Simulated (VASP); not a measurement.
# B4N3 (I4/mmm) in VASP: further runs, part 2 of 2

VASP 6.6.1. The steps go on from the part before.

### Step 3. Single point, PBE

This run uses another cell than the first one, of 6.03 Å³/atom.

INCAR reads:

```
PREC     = Accurate       # precision mode
ENCUT    = 600            # plane-wave cutoff, eV
EDIFF    = 1E-6           # SCF threshold, eV
ISMEAR   = 0              # smearing method
SIGMA    = 0.2            # smearing width, eV
LREAL    = F              # projectors in reciprocal space
LASPH    = T              # aspherical terms in the spheres
NELM     = 120            # most SCF steps
ALGO     = Normal         # electronic algorithm
ISIF     = 2              # what is computed and relaxed
LWAVE    = F              # write WAVECAR
LCHARG   = T              # write CHGCAR
GGA      = PE             # functional
LELF     = T              # ELF
LVHAR    = T            
NBANDS   = 22             # bands
GGA_COMPAT= F
```

KPOINTS reads:

```
Automatic mesh
0
Gamma
  6 6 6
```

POSCAR reads:

```
B4N3
1.0
   -1.7301466690      1.7301466690      3.5261235511
    1.7301466690     -1.7301466690      3.5261235511
    1.7301466690      1.7301466690     -3.5261235511
B N
4 3
Direct
    0.2642262703      0.2642262703      0.0000000000
    0.5000000000      0.0000000000      0.5000000000
    0.0000000000      0.5000000000      0.5000000000
    0.7357737297      0.7357737297      0.0000000000
    0.7500000000      0.2500000000      0.5000000000
    0.2500000000      0.7500000000      0.5000000000
    0.5000000000      0.5000000000      0.0000000000
```

Potentials or basis: VASP PAW PBE potentials, release 64 (B, N).

The run is started by

```bash
$ cat potpaw_PBE.64/B/POTCAR potpaw_PBE.64/N/POTCAR > POTCAR
$ mpirun -np 1 vasp_std > vasp.out
```

OUTCAR:

```text
PREC = Accurate
   ENCUT = 600
   EDIFF = 1E-6
   ISMEAR = 0
   LREAL = F
   LASPH = T
   NELM = 120
   ISIF = 2
   GGA = PE

 ion  position               nearest neighbor table
   1  0.264  0.264  0.000-   7 1.66   6 1.73   5 1.73   6 1.73   5 1.73
   2  0.500  0.000  0.500-   7 1.73   7 1.73   5 1.76   6 1.76
   3  0.000  0.500  0.500-   7 1.73   7 1.73   5 1.76   6 1.76
   4  0.736  0.736  0.000-   7 1.66   5 1.73   6 1.73   5 1.73   6 1.73
   5  0.750  0.250  0.500-   1 1.73   4 1.73   1 1.73   4 1.73   3 1.76   2 1.76
   6  0.250  0.750  0.500-   1 1.73   4 1.73   1 1.73   4 1.73   3 1.76   2 1.76
   7  0.500  0.500  0.000-   1 1.66   4 1.66   3 1.73   2 1.73   2 1.73   3 1.73

  LATTYP: Found a body centered tetragonal cell.
 ALAT       =     3.4602933380
 C/A-ratio  =     2.0380489205

  Lattice vectors:

 A1 = (  -1.7301466690,   1.7301466690,   3.5261235511)
 A2 = (   1.7301466690,  -1.7301466690,   3.5261235511)
 A3 = (   1.7301466690,   1.7301466690,  -3.5261235511)

Analysis of symmetry for initial positions (statically):
=====================================================================
 Subroutine PRICEL returns:
 Original cell was already a primitive cell.

 Routine SETGRP: Setting up the symmetry group for a
 body centered tetragonal supercell.

 Subroutine GETGRP returns: Found 16 space group operations
 (whereof 16 operations were pure point group operations)
 out of a pool of 16 trial point group operations.

The static configuration has the point symmetry D_4h.

Analysis of symmetry for dynamics (positions and initial velocities):
=====================================================================
 Subroutine PRICEL returns:
 Original cell was already a primitive cell.

 Routine SETGRP: Setting up the symmetry group for a
 body centered tetragonal supercell.

 Subroutine GETGRP returns: Found 16 space group operations
 (whereof 16 operations were pure point group operations)
 out of a pool of 16 trial point group operations.

The dynamic configuration has the point symmetry D_4h.

 Subroutine INISYM returns: Found 16 space group operations
 (whereof 16 operations are pure point group operations),
 and found     1 'primitive' translations

----------------------------------------------------------------------------------------

                                     Primitive cell

  volume of cell :      42.2205

  direct lattice vectors                    reciprocal lattice vectors
    -1.730146669  1.730146669  3.526123551     0.000000000  0.288992840  0.141798775
     1.730146669 -1.730146669  3.526123551     0.288992840  0.000000000  0.141798775
     1.730146669  1.730146669 -3.526123551     0.288992840  0.288992840  0.000000000

  length of vectors
     4.291894953  4.291894953  4.291894953     0.321906437  0.321906437  0.408697594

  position of ions in fractional coordinates (direct lattice)
     0.264226270  0.264226270  0.000000000
     0.500000000  0.000000000  0.500000000
     0.000000000  0.500000000  0.500000000
     0.735773730  0.735773730  0.000000000
     0.750000000  0.250000000  0.500000000
     0.250000000  0.750000000  0.500000000
     0.500000000  0.500000000  0.000000000

[... 31 lines left out ...]
 Subroutine IBZKPT returns following result:
 ===========================================

 Found     30 irreducible k-points:

 Following reciprocal coordinates:
            Coordinates               Weight
  0.000000  0.000000  0.000000      1.000000
  0.166667  0.000000 -0.000000      8.000000
  0.333333 -0.000000  0.000000      8.000000
  0.500000  0.000000 -0.000000      4.000000
  0.166667  0.166667 -0.000000      8.000000
  0.333333  0.166667  0.000000     16.000000
[... 16 lines left out ...]
 -0.333333 -0.333333  0.166667      8.000000
 -0.166667 -0.333333  0.166667      8.000000
 [... further k-points ...]
   k-points           NKPTS =     30   k-points in BZ     NKDIM =     30   number of bands    NBANDS=     22
   number of dos      NEDOS =    301   number of ions     NIONS =      7
   total plane-waves  NPLWV =  46656
   dimension x,y,z NGX =    36 NGY =   36 NGZ =   36
   dimension x,y,z NGXF=    72 NGYF=   72 NGZF=   72
   ions per type =               4   3
   NGX,Y,Z   is equivalent  to a cutoff of  13.94, 13.94, 13.94 a.u.
   NGXF,Y,Z  is equivalent  to a cutoff of  27.89, 27.89, 27.89 a.u.
 SYSTEM =  unknown system
   PREC   = accura    normal or accurate (medium, high low for compatibility)
   ISTART =      0    job   : 0-new  1-cont  2-samecut
   ICHARG =      2    charge: 1-file 2-atom 10-const
   ISPIN  =      1    spin polarized calculation?
   LNONCOLLINEAR =      F non collinear calculations
   LSORBIT =      F    spin-orbit coupling
   LASPH  =      T    aspherical Exc in radial PAW
   ENCUT  =  600.0 eV  44.10 Ry    6.64 a.u.   8.57  8.57  8.57*2*pi/ulx,y,z
   NELM   =    120;   NELMIN=  2; NELMDL= -5     # of ELM steps
   EDIFF  = 0.1E-05   stopping-criterion for ELM
   LREAL  =      F    real-space projection
   EDIFFG = 0.1E-04   stopping-criterion for IOM
   NSW    =      0    number of steps for IOM
   IBRION =     -1    ionic relax: 0-MD 1-quasi-New 2-CG
   NFREE  =      0    steps in history (QN), initial steepest desc. (CG)
   ISIF   =      2    stress and relaxation
   ISYM   =      2    0-nonsym 1-usesym 2-fastsym
   POTIM  = 0.5000    time-step for ionic-motion
   TEBEG  =    0.0;   TEEND  =   0.0 temperature during run
   PSTRESS=    0.0 pullay stress
   NELECT =      27.0000    total number of electrons
   NUPDOWN=      -1.0000    fix difference up-down
   EMIN   =  10.00;   EMAX   =-10.00  energy-range for DOS
   EFERMI =   0.00;   METHOD = LEGACY
   ISMEAR =     0;   SIGMA  =   0.20  broadening in eV -4-tet -1-fermi 0-gaus
   EFERMI_NEDOS =   21; number of points for ismear=-14 and -15
   IALGO  =     38    algorithm
   IMIX   =      4    mixing-type and parameters
     AMIX     =   0.40;   BMIX     =  1.00
     AMIX_MAG =   1.60;   BMIX_MAG =  1.00
  volume/ion in A,a.u.               =       6.03        40.70
  Fermi-wavevector in a.u.,A,eV,Ry     =   1.410441  2.665347 27.066671  1.989344
  Thomas-Fermi vector in A             =   2.532395
   LORBIT       =      0    0 simple, 1 ext, 2 COOP (PROOUT), +10 PAW based schemes
   GGA     = PE    functional components
   LHFCALC =     F    Hartree Fock is set to
   AEXX    =    0.0000 exact exchange contribution
   IVDW    =     0    specifies the selected vdW correction
   LEPSILON=     F    determine dielectric tensor
   LRPA    =     F    only Hartree local field effects (RPA)
 non-spin polarized calculation
 Gauss-broadening in eV      SIGMA  =   0.20
  energy-cutoff  :      600.00
  volume of cell :       42.22
 maximum number of plane-waves:      1424
 NGX is ok and might be reduce to    36
   NGX = 17   NGY = 17   NGZ = 17

 number of electron      27.0000001 magnetization

 Free energy of the ion-electron system (eV)
  ---------------------------------------------------
  ext. energy  EPLUGINS =         0.00000000
  ---------------------------------------------------
  free energy    TOTEN  =       -44.60412175 eV

  energy without entropy =      -44.56430131  energy(sigma->0) =      -44.58421153

 E-fermi :  10.8809     XC(G=0): -13.0376

 val. band max:       10.8249609948   @ k =  -0.3333   0.5000   0.1667
 cond. band min:      10.9047062032   @ k =  -0.3333  -0.3333   0.3333
 fundamental gap:      0.0797452084
 Fermi energy:        10.8808959982

 k-point     1 :       0.0000    0.0000    0.0000
  band No.  band energies     occupation
      1     -12.8930      2.00000
      2      -6.2997      2.00000
      3      -5.5245      2.00000
      4      -2.6253      2.00000
      5      -0.6750      2.00000
      6      -0.6750      2.00000
[... 589 lines left out ...]
     21      19.9595      0.00000
     22      20.2298      0.00000

 [... further k-points ...]
[... 5 lines left out ...]
  --------------------------------------------------------------------------------------
  -------------------------------------------------------------------------------------
  Total        0.0272328      0.0272328     -0.0754726      0.0000000     -0.0000000      0.0000000
  in kB        1.0334280      1.0334280     -2.8640238      0.0000000     -0.0000000      0.0000000
  external PRESSURE =      -0.2657226 kB  Pullay stress =       0.0000000 kB

 VOLUME and BASIS-vectors are now :
 -----------------------------------------------------------------------------
  energy-cutoff  :      600.00
  volume of cell :       42.22
      direct lattice vectors                 reciprocal lattice vectors
    -1.730146669  1.730146669  3.526123551     0.000000000  0.288992840  0.141798775
     1.730146669 -1.730146669  3.526123551     0.288992840  0.000000000  0.141798775
     1.730146669  1.730146669 -3.526123551     0.288992840  0.288992840  0.000000000

 POSITION                                       TOTAL-FORCE (eV/Angst)
 -----------------------------------------------------------------------------------
      0.00000      0.00000      1.86339         0.000000      0.000000      0.035106
      0.00000      1.73015      0.00000        -0.000000     -0.000000      0.000000
      1.73015      0.00000      0.00000        -0.000000     -0.000000      0.000000
      0.00000      0.00000      5.18886        -0.000000     -0.000000     -0.035106
     -0.00000      1.73015      1.76306        -0.000000     -0.000000      0.000000
      1.73015     -0.00000      1.76306        -0.000000     -0.000000     -0.000000
      0.00000      0.00000      3.52612        -0.000000     -0.000000      0.000000
 -----------------------------------------------------------------------------------
    total drift:                               -0.000000      0.000000     -0.000000

  FREE ENERGIE OF THE ION-ELECTRON SYSTEM (eV)
  ---------------------------------------------------
  free  energy   TOTEN  =       -44.6041217504 eV

  energy  without entropy=      -44.5643013058  energy(sigma->0) =      -44.58421153
```

Run time: 36 s. Hardware: 1 thread of Intel Xeon Platinum 8488C (Sapphire Rapids), shared host; peak memory 0.2 GiB.

Results:

| Item | Value |
| --- | --- |
| Free energy | -44.6041 eV |
| Pressure | 0.0 GPa |
| Largest force | 0.035 eV/Å |
| Band gap on the k mesh | zero (an odd number of electrons rules out a gap without spin polarisation) |

Forces on the atoms (eV/Å):
```
B    0.000  0.000  0.035
B    0.000  0.000  0.000
B    0.000  0.000  0.000
B    0.000  0.000 -0.035
N    0.000  0.000  0.000
N    0.000  0.000  0.000
N    0.000  0.000  0.000
```
